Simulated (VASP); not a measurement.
Write the native input for VASP 6.6.1 that does the following.

* Task: single point
* Functional: PBEsol
* Potentials or basis: VASP PAW PBE potentials, release 64 (Te)
* Cutoff: 520 eV
* k mesh: 15 × 15 × 15
* Occupations: gaussian, width 0.15 eV
* Spin: no spin polarisation
* Dipole correction: no
* Further INCAR settings: ALGO = Normal; EDIFF = 1e-07; NBANDS = 9

The structure of Te lies in POSCAR:

```
Te
1.0
    2.2282644097      1.2864890568      1.6676330842
   -2.2282644097      1.2864890568      1.6676330842
    0.0000000000     -2.5729781135      1.6676330843
Te
1
Direct
    0.5000000000      0.5000000000      0.5000000000
```

One way to write it, as run:

INCAR

```
ALGO = Normal
EDIFF = 1E-7
ENCUT = 520
GGA = PS
ISIF = 2
ISMEAR = 0
LASPH = T
LCHARG = F
LREAL = F
LWAVE = F
NBANDS = 9
NELM = 80
PREC = Accurate
SIGMA = 0.15
```

KPOINTS

```
k-points
0
Gamma
  15 15 15
```

Potentials or basis: VASP PAW PBE potentials, release 64 (Te).

The run is started by

```console
$ cat potpaw_PBE.64/Te/POTCAR > POTCAR
$ mpirun -np 1 vasp_std > vasp.out
```

It gave:

```yaml
Pressure: 5.7 GPa
Band_gap_on_the_k_mesh: zero (bands 3 and 4 overlap by 5.67 eV)
```

Caveat: the cell stands under pressure; the PAW data sets were made with another functional, which shifts forces and pressure a little; spin-orbit coupling is left out, which moves the levels of the heavy elements.

Run time: 57 s on 1 thread of Intel Xeon 8259CL, on a shared host, peak memory 0.2 GiB.
